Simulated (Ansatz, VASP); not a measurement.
# Two plane-wave programs on LiF

```
Li F
1.0
    -1.84062    1.84062    5.06888
     1.84062   -1.84062    5.06888
     1.84062    1.84062   -5.06888
Li F
2 2
Direct
  0.75000 0.25000 0.50000
  0.25000 0.75000 0.50000
  0.29530 0.29530 0.00000
  0.70470 0.70470 0.00000
```

Alike in both runs: task relaxation of cell and atoms; functional PBE; k mesh 10 × 10 × 10; occupations gaussian, width 0.02 eV; no spin polarisation.

```csv
,VASP,Ansatz
version,VASP 6.6.1,Ansatz 0.2.0
potentials or method,"VASP PAW PBE potentials, release 64 (Li_sv, F), cutoff 600 eV","scalar-relativistic, plane waves, PAW"
valence electrons in the cell,20,20
```

|  | VASP | Ansatz | Ansatz less VASP |
| --- | --- | --- | --- |
| gap on the k mesh at the Fermi level, each at its own relaxed structure (eV) | 6.49 | 6.48 | -0.014 |
| relaxed volume (Å³/atom) | 15.20 | 17.17 | +1.975 |
| relaxed cell length with the largest relative difference (Å) | 5.195 | 5.698 | +0.5034 |

One of these differences is far larger than is usual between the two programs; its cause wasn't traced.

Noted on VASP's run: the cutoff is short for stress, so the pressure is rough.
